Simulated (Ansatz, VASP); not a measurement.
**TaH4 in VASP and in Ansatz**

```
CELL_PARAMETERS angstrom
1.37438 0.79350 6.98556
-1.37438 0.79350 6.98556
0.00000 -1.58700 6.98556
ATOMIC_POSITIONS crystal
Ta 0.50000 0.50000 0.50000
H 0.33367 0.33367 0.33367
H 0.66633 0.66633 0.66633
H 0.10793 0.10793 0.10793
H 0.89207 0.89207 0.89207
```

Alike in both runs: functional PBE; k mesh 6 × 6 × 6; occupations gaussian, width 0.15 eV; no spin polarisation.

Ansatz relaxed the structure, and its values are those at the end. VASP's run is a single point on that final structure, the one shown.

```csv
,VASP,Ansatz
version,VASP 6.6.1,Ansatz 0.2.0
potentials or method,"VASP PAW PBE potentials, release 64 (Ta_pv, H), cutoff 500 eV","scalar-relativistic, plane waves, PAW"
valence electrons in the cell,15,17
```

```csv
,VASP,Ansatz,Ansatz less VASP
gap on the k mesh at the Fermi level (eV),none,none,-
pressure (GPa),0.1,0.1,+0.04
rms of the force components (eV/Å),0.007,0.006,-0.0011
```

A gap of «none» marks a metal or a gap that the smearing closes. VASP's potentials hold 15 valence electrons a cell and Ansatz's 17, so a difference there can come from the potentials and not from the codes.

The k mesh is coarse, so the values compare programs but aren't converged. Spin-orbit coupling is off throughout.
